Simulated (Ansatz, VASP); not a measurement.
**One calculation of ZnCu, two programs**

File INCAR:

```
ALGO = Normal
EDIFF = 1E-6
ENCUT = 600
GGA = PE
GGA_COMPAT = F
ISIF = 2
ISMEAR = 1
LASPH = T
LCHARG = T
LELF = T
LREAL = F
LVHAR = T
LWAVE = F
NBANDS = 18
NELM = 120
PREC = Accurate
SIGMA = 0.5
```

KPOINTS

```
k-points
0
Gamma
  9 9 9
```

The input POSCAR:

```
ZnCu
1.0
    2.9450000000      0.0000000000      0.0000000000
    0.0000000000      2.9450000000      0.0000000000
    0.0000000000      0.0000000000      2.9450000000
Zn Cu
1 1
Direct
    0.5000000000      0.5000000000      0.5000000000
    0.0000000000      0.0000000000      0.0000000000
```

Input for Ansatz:

```yaml
crystal:
  lattice:
    bravais: cubic
    a: 2.945
  space_group: 221
  atoms:
    - { symbol: Zn, position: [0.5, 0.5, 0.5] }
    - { symbol: Cu, position: [0.0, 0.0, 0.0] }
kpoints:
  mp_grid:
    grid: [9, 9, 9]
hamiltonian:
  xc: pbe
scf:
  occupations:
    method: cold
    width: 0.5
output:
  stress: true
```

Alike in both runs: task single point; functional PBE; k mesh 9 × 9 × 9; no spin polarisation.

|  | VASP | Ansatz |
| --- | --- | --- |
| version | VASP 6.6.1 | Ansatz 0.2.0 |
| potentials or method | VASP PAW PBE potentials, release 64 (Zn, Cu) | plane waves, PAW |
| plane-wave cutoff (eV) | 600 | 420 |
| occupations | methfessel-paxton of order 1, width 0.5 eV | cold, width 0.5 eV |
| valence electrons in the cell | 23 | 31 |

|  | VASP | Ansatz | Ansatz less VASP |
| --- | --- | --- | --- |
| pressure (GPa) | 3.1 | 2.5 | -0.51 |

VASP's potentials hold 23 valence electrons a cell and Ansatz's 31, so a difference there can come from the potentials and not from the codes.
